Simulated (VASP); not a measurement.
# In2O3 (R-3c) in VASP: further runs

Runs on In2O3. Level: r2SCAN. Tasks: single point.

Program: VASP 6.6.1. These are calculated values, not measurements. Logs are shortened: lines on timing, memory, paths and dates and some standing lists are left out, and cuts for length are marked.

## (1) The cell of the first run

The structure is trigonal, space group R-3c (No. 167). Conventional cell: a = 5.783 Å, b = 5.783 Å, c = 14.560 Å, α = 90.00°, β = 90.00°, γ = 120.00°. In (site symmetry 3) has 6 O at 2.22 to 2.32 Å within 2.9 Å. O (site symmetry 2) has 4 In at 2.22 to 2.32 Å and 4 O at 2.97 to 2.99 Å within 3.0 Å.

## (2) Single point, r2SCAN (strain +0.050 along x and y, +0.000 along z)

POSCAR

```
In2O3
1.0
    2.8916334180      1.6694853323      4.8534198843
   -2.8916334180      1.6694853323      4.8534198843
    0.0000000000     -3.3389706646      4.8534198843
In O
4 6
Direct
    0.3570704061      0.3570704061      0.3570704061
    0.1429295939      0.1429295939      0.1429295939
    0.6429295939      0.6429295939      0.6429295939
    0.8570704061      0.8570704061      0.8570704061
    0.5465740402      0.9534259598      0.2500000000
    0.2500000000      0.5465740402      0.9534259598
    0.9534259598      0.2500000000      0.5465740402
    0.4534259598      0.0465740402      0.7500000000
    0.7500000000      0.4534259598      0.0465740402
    0.0465740402      0.7500000000      0.4534259598
```

INCAR.step1

```
ALGO     = Normal         # electronic algorithm
EDIFF    = 1E-4           # SCF threshold, eV
ENCUT    = 520            # plane-wave cutoff, eV
GGA      = PE             # functional
ISMEAR   = 0              # smearing method
LASPH    = T              # aspherical terms in the spheres
LCHARG   = F              # write CHGCAR
LREAL    = F              # projectors in reciprocal space
LWAVE    = T              # write WAVECAR
NBANDS   = 55             # bands
NELM     = 100            # most SCF steps
PREC     = Accurate       # precision mode
SIGMA    = 0.05           # smearing width, eV
```

INCAR.step2

```
ALGO     = Normal         # electronic algorithm
EDIFF    = 1E-7           # SCF threshold, eV
ENCUT    = 520            # plane-wave cutoff, eV
ISIF     = 2              # what is computed and relaxed
ISMEAR   = 0              # smearing method
ISTART   = 1            
LASPH    = T              # aspherical terms in the spheres
LCHARG   = F              # write CHGCAR
LMIXTAU  = T            
LREAL    = F              # projectors in reciprocal space
LWAVE    = F              # write WAVECAR
METAGGA  = R2SCAN         # meta-GGA
NBANDS   = 55             # bands
NELM     = 100            # most SCF steps
PREC     = Accurate       # precision mode
SIGMA    = 0.05           # smearing width, eV
```

KPOINTS

```
k-points
0
Gamma
  6 6 6
```

Potentials or basis: VASP PAW PBE potentials, release 64 (In_d, O).

On the command line:

```console
$ cat potpaw_PBE.64/In_d/POTCAR potpaw_PBE.64/O/POTCAR > POTCAR
$ cp INCAR.step1 INCAR
$ mpirun -np 1 vasp_std > vasp.out
$ cp INCAR.step2 INCAR
$ mpirun -np 1 vasp_std > vasp.out
```

OUTCAR:

```text
EDIFF = 1E-7
   ENCUT = 520
   ISIF = 2
   ISMEAR = 0
   ISTART = 1
   LASPH = T
   LREAL = F
   METAGGA = R2SCAN
   NELM = 100
   PREC = Accurate

 ion  position               nearest neighbor table
   1  0.357  0.357  0.357-  10 2.22   8 2.22   9 2.22   5 2.32   7 2.32   6 2.32   2 3.12   3 3.41
                             3 3.41   3 3.41   2 3.76   2 3.76   2 3.76
   2  0.143  0.143  0.143-   9 2.22   8 2.22  10 2.22   5 2.32   7 2.32   6 2.32   1 3.12   4 3.41
                             4 3.41   4 3.41   1 3.76   1 3.76   1 3.76
   3  0.643  0.643  0.643-   7 2.22   5 2.22   6 2.22   8 2.32   9 2.32  10 2.32   4 3.12   1 3.41
                             1 3.41   1 3.41   4 3.76   4 3.76   4 3.76
   4  0.857  0.857  0.857-   6 2.22   5 2.22   7 2.22   8 2.32   9 2.32  10 2.32   3 3.12   2 3.41
                             2 3.41   2 3.41   3 3.76   3 3.76   3 3.76
   5  0.547  0.953  0.250-   3 2.22   4 2.22   1 2.32   2 2.32
   6  0.250  0.547  0.953-   4 2.22   3 2.22   1 2.32   2 2.32
   7  0.953  0.250  0.547-   3 2.22   4 2.22   1 2.32   2 2.32
   8  0.453  0.047  0.750-   1 2.22   2 2.22   3 2.32   4 2.32
   9  0.750  0.453  0.047-   2 2.22   1 2.22   3 2.32   4 2.32
  10  0.047  0.750  0.453-   1 2.22   2 2.22   3 2.32   4 2.32

  LATTYP: Found a trigonal (rhomboedric) cell.
 ALAT       =     5.8910448710
 COS(alpha) =     0.5181278746

  Lattice vectors:

 A1 = (   2.8916334180,   1.6694853323,   4.8534198843)
 A2 = (  -2.8916334180,   1.6694853323,   4.8534198843)
 A3 = (   0.0000000000,  -3.3389706646,   4.8534198843)

Analysis of symmetry for initial positions (statically):
=====================================================================
 Subroutine PRICEL returns:
 Original cell was already a primitive cell.

 Routine SETGRP: Setting up the symmetry group for a
 trigonal (rhombohedral) supercell.

 Subroutine GETGRP returns: Found 12 space group operations
 (whereof  6 operations were pure point group operations)
 out of a pool of 12 trial point group operations.

The static configuration has the point symmetry S_6 .
 The point group associated with its full space group is D_3d.

Analysis of symmetry for dynamics (positions and initial velocities):
=====================================================================
 Subroutine PRICEL returns:
 Original cell was already a primitive cell.

 Routine SETGRP: Setting up the symmetry group for a
[... 124 lines left out ...]
   LREAL  =      F    real-space projection
   EDIFFG = 0.1E-05   stopping-criterion for IOM
   NSW    =      0    number of steps for IOM
   IBRION =     -1    ionic relax: 0-MD 1-quasi-New 2-CG
   NFREE  =      0    steps in history (QN), initial steepest desc. (CG)
   ISIF   =      2    stress and relaxation
   ISYM   =      2    0-nonsym 1-usesym 2-fastsym
   POTIM  = 0.5000    time-step for ionic-motion
   TEBEG  =    0.0;   TEEND  =   0.0 temperature during run
   PSTRESS=    0.0 pullay stress
   NELECT =      88.0000    total number of electrons
   NUPDOWN=      -1.0000    fix difference up-down
   EMIN   =  10.00;   EMAX   =-10.00  energy-range for DOS
   EFERMI =   0.00;   METHOD = LEGACY
   ISMEAR =     0;   SIGMA  =   0.05  broadening in eV -4-tet -1-fermi 0-gaus
   EFERMI_NEDOS =   21; number of points for ismear=-14 and -15
   IALGO  =     38    algorithm
   IMIX   =      4    mixing-type and parameters
     AMIX     =   0.40;   BMIX     =  1.00
     AMIX_MAG =   1.60;   BMIX_MAG =  1.00
  volume/ion in A,a.u.               =      14.06        94.87
  Fermi-wavevector in a.u.,A,eV,Ry     =   1.400428  2.646425 26.683721  1.961198
  Thomas-Fermi vector in A             =   2.523389
   LORBIT       =      0    0 simple, 1 ext, 2 COOP (PROOUT), +10 PAW based schemes
   METAGGA = R2SCAN    functional components
   LHFCALC =     F    Hartree Fock is set to
   AEXX    =    0.0000 exact exchange contribution
   IVDW    =     0    specifies the selected vdW correction
   LEPSILON=     F    determine dielectric tensor
   LRPA    =     F    only Hartree local field effects (RPA)
 non-spin polarized calculation
 Gauss-broadening in eV      SIGMA  =   0.05
  energy-cutoff  :      520.00
  volume of cell :      140.58
 maximum number of plane-waves:      3804
 NGX is ok and might be reduce to    48
   NGX = 21   NGY = 21   NGZ = 21

 number of electron      88.0000014 magnetization

 Free energy of the ion-electron system (eV)
  ---------------------------------------------------
  ext. energy  EPLUGINS =         0.00000000
  ---------------------------------------------------
  free energy    TOTEN  =      -143.75426318 eV

  energy without entropy =     -143.75426318  energy(sigma->0) =     -143.75426318

 E-fermi :   4.3005     XC(G=0): -11.3335

 val. band max:        4.0837355202   @ k =  -0.1667   0.1667   0.0000
 cond. band min:       5.1154541558   @ k =   0.0000   0.0000   0.0000
 fundamental gap:      1.0317186356
 Fermi energy:         4.3005139307

 k-point     1 :       0.0000    0.0000    0.0000
  band No.  band energies     occupation
      1     -13.8633      2.00000
      2     -13.1606      2.00000
      3     -13.1606      2.00000
      4     -13.0274      2.00000
      5     -13.0274      2.00000
      6     -12.8708      2.00000
[... 1381 lines left out ...]
     54      14.7337      0.00000
     55      15.2062      0.00000

 [... further k-points ...]
[... 5 lines left out ...]
  --------------------------------------------------------------------------------------
  -------------------------------------------------------------------------------------
  Total      -15.0763010    -15.0763010     -6.5085623      0.0000000      0.0000000      0.0000000
  in kB     -171.8226546   -171.8226546    -74.1772438      0.0000000      0.0000000      0.0000000
  external PRESSURE =    -139.2741843 kB  Pullay stress =       0.0000000 kB

 VOLUME and BASIS-vectors are now :
 -----------------------------------------------------------------------------
  energy-cutoff  :      520.00
  volume of cell :      140.58
      direct lattice vectors                 reciprocal lattice vectors
     2.891633418  1.669485332  4.853419884     0.172912651  0.099831166  0.068680094
    -2.891633418  1.669485332  4.853419884    -0.172912651  0.099831166  0.068680094
     0.000000000 -3.338970665  4.853419884     0.000000000 -0.199662331  0.068680094

 POSITION                                       TOTAL-FORCE (eV/Angst)
 -----------------------------------------------------------------------------------
      0.00000      0.00000      5.19904         0.000000      0.000000      0.123302
      0.00000      0.00000      2.08109         0.000000      0.000000     -0.123302
      0.00000      0.00000      9.36122         0.000000      0.000000     -0.123302
      0.00000      0.00000     12.47917         0.000000      0.000000      0.123302
     -1.17647      1.66949      8.49348         0.025857      0.000000     -0.000000
     -0.85758     -1.85359      8.49348        -0.012929      0.022393      0.000000
      2.03405      0.18411      8.49348        -0.012929     -0.022393      0.000000
      1.17647     -1.66949      6.06677        -0.025857      0.000000     -0.000000
      0.85758      1.85359      6.06677         0.012929     -0.022393      0.000000
     -2.03405     -0.18411      6.06677         0.012929      0.022393      0.000000
 -----------------------------------------------------------------------------------
    total drift:                                0.000000     -0.000000      0.000000

  FREE ENERGIE OF THE ION-ELECTRON SYSTEM (eV)
  ---------------------------------------------------
  free  energy   TOTEN  =      -143.7542631776 eV

  energy  without entropy=     -143.7542631776  energy(sigma->0) =     -143.75426318
```

OUTCAR.step1:

```text
EDIFF = 1E-4
   ENCUT = 520
   GGA = PE
   ISMEAR = 0
[... 1652 lines left out ...]
      2.03405      0.18411      8.49348        -0.018185     -0.031497     -0.000000
      1.17647     -1.66949      6.06677        -0.036369     -0.000000     -0.000000
      0.85758      1.85359      6.06677         0.018185     -0.031497     -0.000000
     -2.03405     -0.18411      6.06677         0.018185      0.031497     -0.000000
 -----------------------------------------------------------------------------------
    total drift:                                0.000000     -0.000000      0.000000

  FREE ENERGIE OF THE ION-ELECTRON SYSTEM (eV)
  ---------------------------------------------------
  free  energy   TOTEN  =       -55.1467070445 eV

  energy  without entropy=      -55.1467070445  energy(sigma->0) =      -55.14670704
```

Wall time 23 min (1 thread of Intel Xeon 6975P-C (Granite Rapids), shared host); peak memory 0.44 GiB.

What came out:

```
Free energy            : -143.7543 eV
Pressure               : -13.9 GPa
Largest force          : 0.123 eV/Å
Band gap on the k mesh : 1.03 eV (least direct gap 1.24 eV)
```

Forces in eV/Å, atoms in the order of the input:
```
In   0.000  0.000  0.123
In   0.000  0.000 -0.123
In   0.000  0.000 -0.123
In   0.000  0.000  0.123
O    0.026  0.000  0.000
O   -0.013  0.022  0.000
O   -0.013 -0.022  0.000
O   -0.026  0.000  0.000
O    0.013 -0.022  0.000
O    0.013  0.022  0.000
```

Levels at points of the mesh, in eV from the valence-band top:
```csv
k point,band 42,band 43,band 44,band 45,band 46,band 47
"(0.00, 0.00, 0.00)",-0.21,-0.21,-0.21,1.03,5.51,5.99
"(0.50, 0.00, 0.00)",-0.60,-0.06,-0.06,4.66,4.66,5.65
"(0.50, 0.50, 0.00)",-0.31,-0.10,-0.06,4.88,5.17,6.09
"(0.50, 0.50, 0.50)",-0.28,-0.28,-0.28,4.19,4.19,6.69
```

Caveat: the cell differs from its parent crystal (strain +0.050 along x and y, +0.000 along z); the cell stands under tension; the PAW data sets were made with another functional, which shifts forces and pressure a little; spin-orbit coupling is left out, which moves the levels of the heavy elements. A k mesh can miss the band edges.

## (3) Single point, r2SCAN (strain +0.025 along x and y, +0.050 along z)

Edit POSCAR of step 2 so:

```diff
@@ -2,5 +2,5 @@
 1.0
-    2.8916334180      1.6694853323      4.8534198843
-   -2.8916334180      1.6694853323      4.8534198843
-    0.0000000000     -3.3389706646      4.8534198843
+    2.8227850033      1.6297356815      5.0960908785
+   -2.8227850033      1.6297356815      5.0960908785
+    0.0000000000     -3.2594713630      5.0960908785
 In O
```

INCAR.step1

```
ALGO = Normal ; EDIFF = 1E-4
ENCUT = 520 ; GGA = PE
ISMEAR = 0 ; LASPH = T
LCHARG = F ; LREAL = F
LWAVE = T ; NBANDS = 55
NELM = 80 ; PREC = Accurate
SIGMA = 0.05
```

INCAR.step2

```
ALGO = Normal ; EDIFF = 1E-7
ENCUT = 520 ; ISIF = 2
ISMEAR = 0 ; ISTART = 1
LASPH = T ; LCHARG = F
LMIXTAU = T ; LREAL = F
LWAVE = F ; METAGGA = R2SCAN
NBANDS = 55 ; NELM = 80
PREC = Accurate ; SIGMA = 0.05
```

KPOINTS is that of step 2.

Potentials or basis: VASP PAW PBE potentials, release 64 (In_d, O).

On the command line:

```console
$ cat potpaw_PBE.64/In_d/POTCAR potpaw_PBE.64/O/POTCAR > POTCAR
$ cp INCAR.step1 INCAR
$ mpirun -np 1 vasp_std > vasp.out
$ cp INCAR.step2 INCAR
$ mpirun -np 1 vasp_std > vasp.out
```

OUTCAR:

```text
EDIFF = 1E-7
   ENCUT = 520
   ISIF = 2
   ISMEAR = 0
   ISTART = 1
   LASPH = T
   LREAL = F
   METAGGA = R2SCAN
   NELM = 80
   PREC = Accurate

 ion  position               nearest neighbor table
   1  0.357  0.357  0.357-   9 2.19   8 2.19  10 2.19   7 2.34   6 2.34   5 2.34   2 3.27   3 3.34
                             3 3.34   3 3.34   2 3.73   2 3.73   2 3.73
   2  0.143  0.143  0.143-  10 2.19   8 2.19   9 2.19   7 2.34   6 2.34   5 2.34   1 3.27   4 3.34
                             4 3.34   4 3.34   1 3.73   1 3.73   1 3.73
   3  0.643  0.643  0.643-   6 2.19   5 2.19   7 2.19   9 2.34  10 2.34   8 2.34   4 3.27   1 3.34
                             1 3.34   1 3.34   4 3.73   4 3.73   4 3.73
   4  0.857  0.857  0.857-   7 2.19   5 2.19   6 2.19   9 2.34  10 2.34   8 2.34   3 3.27   2 3.34
                             2 3.34   2 3.34   3 3.73   3 3.73   3 3.73
   5  0.547  0.953  0.250-   3 2.19   4 2.19   1 2.34   2 2.34
   6  0.250  0.547  0.953-   3 2.19   4 2.19   1 2.34   2 2.34
   7  0.953  0.250  0.547-   4 2.19   3 2.19   1 2.34   2 2.34
   8  0.453  0.047  0.750-   1 2.19   2 2.19   3 2.34   4 2.34
   9  0.750  0.453  0.047-   1 2.19   2 2.19   3 2.34   4 2.34
  10  0.047  0.750  0.453-   2 2.19   1 2.19   3 2.34   4 2.34

  LATTYP: Found a trigonal (rhomboedric) cell.
 ALAT       =     6.0493219296
 COS(alpha) =     0.5645159991

  Lattice vectors:

 A1 = (   2.8227850033,   1.6297356815,   5.0960908785)
 A2 = (  -2.8227850033,   1.6297356815,   5.0960908785)
 A3 = (   0.0000000000,  -3.2594713630,   5.0960908785)

Analysis of symmetry for initial positions (statically):
=====================================================================
 Subroutine PRICEL returns:
 Original cell was already a primitive cell.

 Routine SETGRP: Setting up the symmetry group for a
 trigonal (rhombohedral) supercell.

 Subroutine GETGRP returns: Found 12 space group operations
[... 156 lines left out ...]
  volume/ion in A,a.u.               =      14.07        94.92
  Fermi-wavevector in a.u.,A,eV,Ry     =   1.400150  2.645900 26.673137  1.960420
  Thomas-Fermi vector in A             =   2.523139
   LORBIT       =      0    0 simple, 1 ext, 2 COOP (PROOUT), +10 PAW based schemes
   METAGGA = R2SCAN    functional components
   LHFCALC =     F    Hartree Fock is set to
   AEXX    =    0.0000 exact exchange contribution
   IVDW    =     0    specifies the selected vdW correction
   LEPSILON=     F    determine dielectric tensor
   LRPA    =     F    only Hartree local field effects (RPA)
 non-spin polarized calculation
 Gauss-broadening in eV      SIGMA  =   0.05
  energy-cutoff  :      520.00
  volume of cell :      140.66
 maximum number of plane-waves:      3811
 NGX is ok and might be reduce to    48
   NGX = 23   NGY = 23   NGZ = 23

 number of electron      88.0000000 magnetization

 Free energy of the ion-electron system (eV)
  ---------------------------------------------------
  ext. energy  EPLUGINS =         0.00000000
  ---------------------------------------------------
  free energy    TOTEN  =      -143.91561287 eV

  energy without entropy =     -143.91561287  energy(sigma->0) =     -143.91561287

 E-fermi :   4.3014     XC(G=0): -11.3201

 val. band max:        4.0368208312   @ k =  -0.1667   0.1667   0.0000
 cond. band min:       5.1665813837   @ k =   0.0000   0.0000   0.0000
 fundamental gap:      1.1297605526
 Fermi energy:         4.3013784974

 k-point     1 :       0.0000    0.0000    0.0000
  band No.  band energies     occupation
      1     -13.9017      2.00000
      2     -13.2126      2.00000
      3     -13.2126      2.00000
      4     -13.0528      2.00000
      5     -13.0528      2.00000
      6     -13.0276      2.00000
[... 1381 lines left out ...]
     54      14.7801      0.00000
     55      15.3694      0.00000

 [... further k-points ...]
[... 5 lines left out ...]
  --------------------------------------------------------------------------------------
  -------------------------------------------------------------------------------------
  Total      -10.9748802    -10.9748802    -12.6776299     -0.0000000     -0.0000000      0.0000000
  in kB     -125.0048842   -125.0048842   -144.3993575     -0.0000000     -0.0000000      0.0000000
  external PRESSURE =    -131.4697086 kB  Pullay stress =       0.0000000 kB

 VOLUME and BASIS-vectors are now :
 -----------------------------------------------------------------------------
  energy-cutoff  :      520.00
  volume of cell :      140.66
      direct lattice vectors                 reciprocal lattice vectors
     2.822785003  1.629735681  5.096090879     0.177130033  0.102266072  0.065409613
    -2.822785003  1.629735681  5.096090879    -0.177130033  0.102266072  0.065409613
     0.000000000 -3.259471363  5.096090879     0.000000000 -0.204532144  0.065409613

 POSITION                                       TOTAL-FORCE (eV/Angst)
 -----------------------------------------------------------------------------------
      0.00000      0.00000      5.45899        -0.000000      0.000000     -0.268346
      0.00000      0.00000      2.18515        -0.000000     -0.000000      0.268346
      0.00000      0.00000      9.82928        -0.000000      0.000000      0.268346
      0.00000      0.00000     13.10313        -0.000000     -0.000000     -0.268346
     -1.14846      1.62974      8.91816         0.003050     -0.000000     -0.000000
     -0.83716     -1.80946      8.91816        -0.001525      0.002642     -0.000000
      1.98562      0.17972      8.91816        -0.001525     -0.002642     -0.000000
      1.14846     -1.62974      6.37011        -0.003050     -0.000000     -0.000000
      0.83716      1.80946      6.37011         0.001525     -0.002642     -0.000000
     -1.98562     -0.17972      6.37011         0.001525      0.002642     -0.000000
 -----------------------------------------------------------------------------------
    total drift:                                0.000000     -0.000000     -0.000000

  FREE ENERGIE OF THE ION-ELECTRON SYSTEM (eV)
  ---------------------------------------------------
  free  energy   TOTEN  =      -143.9156128684 eV

  energy  without entropy=     -143.9156128684  energy(sigma->0) =     -143.91561287
```

Wall time 18 min (1 thread of Intel Xeon 6975P-C (Granite Rapids), shared host); peak memory 0.46 GiB.

What came out:

```yaml
Free_energy: -143.9156 eV
Pressure: -13.1 GPa
Largest_force: 0.268 eV/Å
Band_gap_on_the_k_mesh: 1.13 eV (least direct gap 1.20 eV)
```

Forces on the atoms (eV/Å):
```
In   0.000  0.000 -0.268
In   0.000  0.000  0.268
In   0.000  0.000  0.268
In   0.000  0.000 -0.268
O    0.003  0.000  0.000
O   -0.002  0.003  0.000
O   -0.002 -0.003  0.000
O   -0.003  0.000  0.000
O    0.002 -0.003  0.000
O    0.002  0.003  0.000
```

Stress tensor (GPa, compression positive):
```
-12.50   0.00   0.00
  0.00 -12.50   0.00
  0.00   0.00 -14.44
```

Caveat: the cell differs from its parent crystal (strain +0.025 along x and y, +0.050 along z); the cell stands under tension; the PAW data sets were made with another functional, which shifts forces and pressure a little; spin-orbit coupling is left out, which moves the levels of the heavy elements.
